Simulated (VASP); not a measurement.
# Hf3N2 (R-3m) in VASP: electric field gradients with LDA

Aim: the electric field gradients of Hf3N2 with LDA.

Program: VASP 6.6.1. These are calculated values, not measurements. Logs are shortened: lines on timing, memory, paths and dates and some standing lists are left out, and cuts for length are marked.

### 1 The cell of the first run

The structure is trigonal, space group R-3m (No. 166). The conventional cell has a = 3.168 Å, b = 3.168 Å, c = 22.935 Å, α = 90.00°, β = 90.00°, γ = 120.00°. Hf (site symmetry 3m) has 3 N at 2.24 Å and 12 Hf at 3.10 to 3.17 Å within 3.2 Å. Within 3.0 Å of Hf (site symmetry -3m) lie 6 N at 2.23 Å. Within 3.0 Å of N (site symmetry 3m) lie 6 Hf at 2.23 to 2.24 Å.

### 2 Electric field gradients, LDA

INCAR

```
PREC     = Accurate       # precision mode
ENCUT    = 520            # plane-wave cutoff, eV
EDIFF    = 1E-8           # SCF threshold, eV
ISMEAR   = -1             # smearing method
SIGMA    = 0.15           # smearing width, eV
LREAL    = F              # projectors in reciprocal space
LASPH    = T              # aspherical terms in the spheres
NELM     = 120            # most SCF steps
ALGO     = Normal         # electronic algorithm
ISIF     = 2              # what is computed and relaxed
LWAVE    = F              # write WAVECAR
LCHARG   = F              # write CHGCAR
GGA      = CA             # functional
LEFG     = T            
NBANDS   = 28             # bands
GGA_COMPAT= F
```

KPOINTS

```
Automatic mesh
0
Gamma
  12 12 12
```

POSCAR

```
Hf3N2
1.0
    1.5842071535      0.9146424266      7.6448489963
   -1.5842071535      0.9146424266      7.6448489963
    0.0000000000     -1.8292848531      7.6448489963
Hf N
3 2
Direct
    0.7786769769      0.7786769769      0.7786769769
    0.2213230231      0.2213230231      0.2213230231
    0.0000000000      0.0000000000      0.0000000000
    0.6108632738      0.6108632738      0.6108632738
    0.3891367262      0.3891367262      0.3891367262
```

Potentials or basis: VASP PAW LDA potentials, release 64 (Hf_pv, N).

Launch:

```bash
> cat potpaw_LDA.64/Hf_pv/POTCAR potpaw_LDA.64/N/POTCAR > POTCAR
> mpirun -np 1 vasp_std > vasp.out
```

OUTCAR:

```text
PREC = Accurate
   ENCUT = 520
   EDIFF = 1E-8
   ISMEAR = -1
   LREAL = F
   LASPH = T
   NELM = 120
   ISIF = 2
   GGA = CA

 ion  position               nearest neighbor table
   1  0.779  0.779  0.779-   5 2.24   5 2.24   5 2.24   2 3.10   2 3.10   2 3.10   3 3.15   3 3.15
                             3 3.15
   2  0.221  0.221  0.221-   4 2.24   4 2.24   4 2.24   1 3.10   1 3.10   1 3.10   3 3.15   3 3.15
                             3 3.15
   3  0.000  0.000  0.000-   4 2.23   4 2.23   5 2.23   5 2.23   4 2.23   5 2.23   2 3.15   1 3.15
                             2 3.15   1 3.15   2 3.15   1 3.15
   4  0.611  0.611  0.611-   3 2.23   3 2.23   3 2.23   2 2.24   2 2.24   2 2.24
   5  0.389  0.389  0.389-   3 2.23   3 2.23   3 2.23   1 2.24   1 2.24   1 2.24

  LATTYP: Found a trigonal (rhomboedric) cell.
 ALAT       =     7.8606615021
 COS(alpha) =     0.9187663915

  Lattice vectors:

 A1 = (   1.5842071535,   0.9146424266,   7.6448489963)
 A2 = (  -1.5842071535,   0.9146424266,   7.6448489963)
 A3 = (   0.0000000000,  -1.8292848531,   7.6448489963)

Analysis of symmetry for initial positions (statically):
=====================================================================
 Subroutine PRICEL returns:
 Original cell was already a primitive cell.

 Routine SETGRP: Setting up the symmetry group for a
 trigonal (rhombohedral) supercell.

 Subroutine GETGRP returns: Found 12 space group operations
 (whereof 12 operations were pure point group operations)
 out of a pool of 12 trial point group operations.

The static configuration has the point symmetry D_3d.

Analysis of symmetry for dynamics (positions and initial velocities):
=====================================================================
 Subroutine PRICEL returns:
 Original cell was already a primitive cell.

 Routine SETGRP: Setting up the symmetry group for a
 trigonal (rhombohedral) supercell.

 Subroutine GETGRP returns: Found 12 space group operations
 (whereof 12 operations were pure point group operations)
 out of a pool of 12 trial point group operations.

The dynamic configuration has the point symmetry D_3d.

 Subroutine INISYM returns: Found 12 space group operations
 (whereof 12 operations are pure point group operations),
 and found     1 'primitive' translations

----------------------------------------------------------------------------------------

                                     Primitive cell

  volume of cell :      66.4635

  direct lattice vectors                    reciprocal lattice vectors
     1.584207153  0.914642427  7.644848996     0.315615290  0.182220573  0.043602344
    -1.584207153  0.914642427  7.644848996    -0.315615290  0.182220573  0.043602344
     0.000000000 -1.829284853  7.644848996     0.000000000 -0.364441145  0.043602344

  length of vectors
     7.860661502  7.860661502  7.860661502     0.367040206  0.367040206  0.367040206

  position of ions in fractional coordinates (direct lattice)
     0.778676977  0.778676977  0.778676977
     0.221323023  0.221323023  0.221323023
     0.000000000  0.000000000  0.000000000
     0.610863274  0.610863274  0.610863274
     0.389136726  0.389136726  0.389136726

  ion indices of the primitive-cell ions
   primitive index   ion index
                 1           1
                 2           2
                 3           3
                 4           4
                 5           5

----------------------------------------------------------------------------------------

 KPOINTS: Automatic mesh

Automatic generation of k-mesh.
 Grid dimensions read from file:
 generate k-points for:   12   12   12

 Generating k-lattice:

  Cartesian coordinates                     Fractional coordinates (reciprocal lattice)
     0.026301274  0.015185048  0.003633529     0.083333333  0.000000000  0.000000000
    -0.026301274  0.015185048  0.003633529     0.000000000  0.083333333  0.000000000
     0.000000000 -0.030370095  0.003633529     0.000000000  0.000000000  0.083333333

  Length of vectors
     0.030586684  0.030586684  0.030586684

  Shift w.r.t. Gamma in fractional coordinates (k-lattice)
     0.000000000  0.000000000  0.000000000

 Subroutine IBZKPT returns following result:
 ===========================================

 Found    189 irreducible k-points:

 Following reciprocal coordinates:
            Coordinates               Weight
  0.000000  0.000000  0.000000      1.000000
  0.083333  0.000000 -0.000000      6.000000
  0.166667  0.000000 -0.000000      6.000000
  0.250000  0.000000 -0.000000      6.000000
  0.333333  0.000000  0.000000      6.000000
  0.416667  0.000000  0.000000      6.000000
[... 16 lines left out ...]
  0.500000  0.166667 -0.000000     12.000000
 -0.416667  0.166667  0.000000     12.000000
 [... further k-points ...]
   k-points           NKPTS =    189   k-points in BZ     NKDIM =    189   number of bands    NBANDS=     28
   number of dos      NEDOS =    301   number of ions     NIONS =      5
   total plane-waves  NPLWV = 216000
   dimension x,y,z NGX =    60 NGY =   60 NGZ =   60
   dimension x,y,z NGXF=   120 NGYF=  120 NGZF=  120
   ions per type =               3   2
   NGX,Y,Z   is equivalent  to a cutoff of  12.69, 12.69, 12.69 a.u.
   NGXF,Y,Z  is equivalent  to a cutoff of  25.38, 25.38, 25.38 a.u.
 SYSTEM =  unknown system
   PREC   = accura    normal or accurate (medium, high low for compatibility)
   ISTART =      0    job   : 0-new  1-cont  2-samecut
   ICHARG =      2    charge: 1-file 2-atom 10-const
   ISPIN  =      1    spin polarized calculation?
   LNONCOLLINEAR =      F non collinear calculations
   LSORBIT =      F    spin-orbit coupling
   LASPH  =      T    aspherical Exc in radial PAW
   ENCUT  =  520.0 eV  38.22 Ry    6.18 a.u.  14.62 14.62 14.62*2*pi/ulx,y,z
   NELM   =    120;   NELMIN=  2; NELMDL= -5     # of ELM steps
   EDIFF  = 0.1E-07   stopping-criterion for ELM
   LREAL  =      F    real-space projection
   EDIFFG = 0.1E-06   stopping-criterion for IOM
   NSW    =      0    number of steps for IOM
   IBRION =     -1    ionic relax: 0-MD 1-quasi-New 2-CG
   NFREE  =      0    steps in history (QN), initial steepest desc. (CG)
   ISIF   =      2    stress and relaxation
   ISYM   =      2    0-nonsym 1-usesym 2-fastsym
   POTIM  = 0.5000    time-step for ionic-motion
   TEBEG  =    0.0;   TEEND  =   0.0 temperature during run
   PSTRESS=    0.0 pullay stress
   NELECT =      40.0000    total number of electrons
   NUPDOWN=      -1.0000    fix difference up-down
   EMIN   =  10.00;   EMAX   =-10.00  energy-range for DOS
   EFERMI =   0.00;   METHOD = LEGACY
   ISMEAR =    -1;   SIGMA  =   0.15  broadening in eV -4-tet -1-fermi 0-gaus
   EFERMI_NEDOS =   21; number of points for ismear=-14 and -15
   IALGO  =     38    algorithm
   IMIX   =      4    mixing-type and parameters
     AMIX     =   0.40;   BMIX     =  1.00
     AMIX_MAG =   1.60;   BMIX_MAG =  1.00
  volume/ion in A,a.u.               =      13.29        89.70
  Fermi-wavevector in a.u.,A,eV,Ry     =   1.382188  2.611956 25.993150  1.910443
  Thomas-Fermi vector in A             =   2.506902
   LORBIT       =      0    0 simple, 1 ext, 2 COOP (PROOUT), +10 PAW based schemes
   GGA     = CA    functional components
   LHFCALC =     F    Hartree Fock is set to
   AEXX    =    0.0000 exact exchange contribution
   IVDW    =     0    specifies the selected vdW correction
   LEPSILON=     F    determine dielectric tensor
   LRPA    =     F    only Hartree local field effects (RPA)
 non-spin polarized calculation
  energy-cutoff  :      520.00
  volume of cell :       66.46
 maximum number of plane-waves:      1808
   NGX = 29   NGY = 29   NGZ = 29

 number of electron      39.9999999 magnetization

 Free energy of the ion-electron system (eV)
  ---------------------------------------------------
  ext. energy  EPLUGINS =         0.00000000
  ---------------------------------------------------
  free energy    TOTEN  =       -58.76451747 eV

  energy without entropy =      -58.61620931  energy(sigma->0) =      -58.69036339

 E-fermi :   6.8543     XC(G=0): -12.6462

 val. band max:        6.8533095013   @ k =  -0.2500   0.3333   0.2500
 cond. band min:       6.8559507225   @ k =   0.2500   0.0833   0.0833
 fundamental gap:      0.0026412212
 Fermi energy:         6.8542885254

 k-point     1 :       0.0000    0.0000    0.0000
  band No.  band energies     occupation
      1     -24.4404      2.00000
      2     -23.8311      2.00000
      3     -23.8311      2.00000
      4     -23.6948      2.00000
      5     -23.0789      2.00000
      6     -23.0232      2.00000
[... 20 lines left out ...]
     27       9.7472      0.00000
     28      10.7999      0.00000

 k-point     2 :       0.0833    0.0000   -0.0000
  band No.  band energies     occupation
      1     -24.4261      2.00000
      2     -23.9077      2.00000
      3     -23.8436      2.00000
      4     -23.6583      2.00000
      5     -23.1097      2.00000
      6     -23.0445      2.00000
[... 20 lines left out ...]
     27       9.9594      0.00000
     28      10.5549      0.00000

 k-point     3 :       0.1667    0.0000   -0.0000
  band No.  band energies     occupation
      1     -24.3873      2.00000
      2     -24.0761      2.00000
      3     -23.8776      2.00000
      4     -23.5982      2.00000
      5     -23.2189      2.00000
      6     -23.1511      2.00000
[... 616 lines left out ...]
      3     -24.1353      2.00000
      4     -23.6444      2.00000
      5     -23.6010      2.00000
      6     -23.3657      2.00000
[... 20 lines left out ...]
     27      12.2776      0.00000
     28      12.7630      0.00000

 k-point    24 :      -0.4167    0.1667    0.0000
  band No.  band energies     occupation
      1     -24.6017      2.00000
      2     -24.2030      2.00000
      3     -24.1591      2.00000
      4     -23.6695      2.00000
      5     -23.6257      2.00000
      6     -23.3312      2.00000
[... 20 lines left out ...]
     27      11.9972      0.00000
     28      12.9690      0.00000

 [... further k-points ...]

------------------------ aborting loop because EDIFF is reached ----------------------------------------

  FORCE on cell =-STRESS in cart. coord.  units (eV):
  Direction    XX          YY          ZZ          XY          YZ          ZX
  --------------------------------------------------------------------------------------
  -------------------------------------------------------------------------------------
  Total       -0.2624004     -0.2624004     -0.1563171      0.0000000     -0.0000000      0.0000000
  in kB       -6.3254527     -6.3254527     -3.7681971      0.0000000     -0.0000000      0.0000000
  external PRESSURE =      -5.4730342 kB  Pullay stress =       0.0000000 kB

 VOLUME and BASIS-vectors are now :
 -----------------------------------------------------------------------------
  energy-cutoff  :      520.00
  volume of cell :       66.46
      direct lattice vectors                 reciprocal lattice vectors
     1.584207153  0.914642427  7.644848996     0.315615290  0.182220573  0.043602344
    -1.584207153  0.914642427  7.644848996    -0.315615290  0.182220573  0.043602344
     0.000000000 -1.829284853  7.644848996     0.000000000 -0.364441145  0.043602344

 POSITION                                       TOTAL-FORCE (eV/Angst)
 -----------------------------------------------------------------------------------
      0.00000      0.00000     17.85860         0.000000     -0.000000     -0.084278
      0.00000      0.00000      5.07594         0.000000      0.000000      0.084278
      0.00000      0.00000      0.00000         0.000000     -0.000000     -0.000000
      0.00000      0.00000     14.00987         0.000000      0.000000      0.017430
      0.00000      0.00000      8.92467         0.000000     -0.000000     -0.017430
 -----------------------------------------------------------------------------------
    total drift:                                0.000000      0.000000     -0.000000

  FREE ENERGIE OF THE ION-ELECTRON SYSTEM (eV)
  ---------------------------------------------------
  free  energy   TOTEN  =       -58.7645174750 eV

  energy  without entropy=      -58.6162093082  energy(sigma->0) =      -58.69036339

 Electric field gradients (V/A^2)
---------------------------------------------------------------------
 ion       V_xx      V_yy      V_zz      V_xy      V_xz      V_yz
---------------------------------------------------------------------
   1      10.857    10.857   -21.714     0.000    -0.000    -0.000
   2      10.857    10.857   -21.714     0.000    -0.000    -0.000
   3       5.730     5.730   -11.460     0.000     0.000    -0.000
   4       1.978     1.978    -3.957     0.000     0.000    -0.000
   5       1.978     1.978    -3.957     0.000     0.000    -0.000
---------------------------------------------------------------------

 Electric field gradients after diagonalization (V/A^2)
 (convention: |V_zz| > |V_xx| > |V_yy|)
----------------------------------------------------------------------
 ion       V_xx      V_yy      V_zz     asymmetry (V_yy - V_xx)/ V_zz
----------------------------------------------------------------------
   1      10.857    10.857   -21.714       0.000
   2      10.857    10.857   -21.714       0.000
   3       5.730     5.730   -11.460       0.000
   4       1.978     1.978    -3.957       0.000
   5       1.978     1.978    -3.957       0.000
----------------------------------------------------------------------

           NMR quadrupolar parameters

 Cq : quadrupolar parameter    Cq=e*Q*V_zz/h
 eta: asymmetry parameters     (V_yy - V_xx)/ V_zz
 Q  : nuclear electric quadrupole moment in mb (millibarn)
----------------------------------------------------------------------
 ion       Cq(MHz)       eta       Q (mb)
----------------------------------------------------------------------
   1      -0.053       0.000       1.000
   2      -0.053       0.000       1.000
   3      -0.028       0.000       1.000
   4      -0.010       0.000       1.000
   5      -0.010       0.000       1.000
----------------------------------------------------------------------
```

Run time: 45 min. Hardware: 1 thread of Oxide Virtual Turin-like, shared host; peak memory 0.51 GiB.

What came out:

- Free energy: -58.7645 eV
- Pressure: -0.5 GPa
- Largest force: 0.084 eV/Å
- Band gap on the k mesh: zero (bands 20 and 21 overlap by 0.98 eV)
- Largest electric field gradient by atom: Hf -21.7, -11.5 (each value once); N -4.0 V/Å²

Forces in eV/Å, atoms in the order of the input:
```
Hf   0.000  0.000 -0.084
Hf   0.000  0.000  0.084
Hf   0.000  0.000  0.000
N    0.000  0.000  0.017
N    0.000  0.000 -0.017
```

Stress tensor (GPa, compression positive):
```
-0.63  0.00  0.00
 0.00 -0.63  0.00
 0.00  0.00 -0.38
```

Electric field gradients, principal values (V/Å²):
```csv
atom,least,middle,greatest (by size)
1 Hf,10.857,10.857,-21.714
2 Hf,10.857,10.857,-21.714
3 Hf,5.730,5.730,-11.460
4 N,1.978,1.978,-3.957
5 N,1.978,1.978,-3.957
```

Caveat: without QUAD_EFG the Cq values of the log hold for a quadrupole moment of 1 mb, not for the nuclei; spin-orbit coupling is left out, which moves the levels of the heavy elements.
